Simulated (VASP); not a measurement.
Te2Mo:

```
Te Mo
1.0
     6.34645    0.00000    0.00000
     0.00000    3.49422    0.00000
    -0.54903    0.00000   14.85616
Te Mo
8 4
Cartesian
  0.1800 1.7471 5.9631
  5.6131 0.0000 8.8977
  3.4010 0.0000 5.3789
  2.3947 1.7471 9.4823
  0.5021 0.0000 2.0490
  5.2987 1.7471 12.8023
  3.6338 1.7471 1.4641
  2.1666 0.0000 13.3877
  1.7506 0.0000 7.5295
  4.0433 1.7471 7.3318
  1.1482 1.7471 0.0970
  4.6525 0.0000 14.7535
```

Base run:

| Quantity | Value |
| --- | --- |
| Program | VASP 6.6.1 |
| Functional | r2SCAN |
| Potentials or basis | VASP PAW PBE potentials, release 64 (Te, Mo_sv) |
| Cutoff | 520 eV |
| k mesh | 4 × 8 × 2 |
| Occupations | fermi-dirac, width 0.05 eV |
| Spin | no spin polarisation |

Its results: band gap on the k mesh zero (bands 52 and 53 overlap by 0.11 eV); pressure 0.1 GPa; largest force 0.075 eV/Å.

Question: The run is repeated on the same cell with these changes: functional from r2SCAN to revPBE. What comes out?

Answer: Band gap on the k mesh zero (bands 52 and 53 overlap by 0.14 eV); pressure 2.0 GPa; largest force 0.287 eV/Å.

Caveats: the PAW data sets were made with another functional, which shifts forces and pressure a little; spin-orbit coupling is left out, which moves the levels of the heavy elements; this functional lacks dispersion, which binds the layers, so the pressure and a relaxed spacing across them are unreliable (at least some runs).
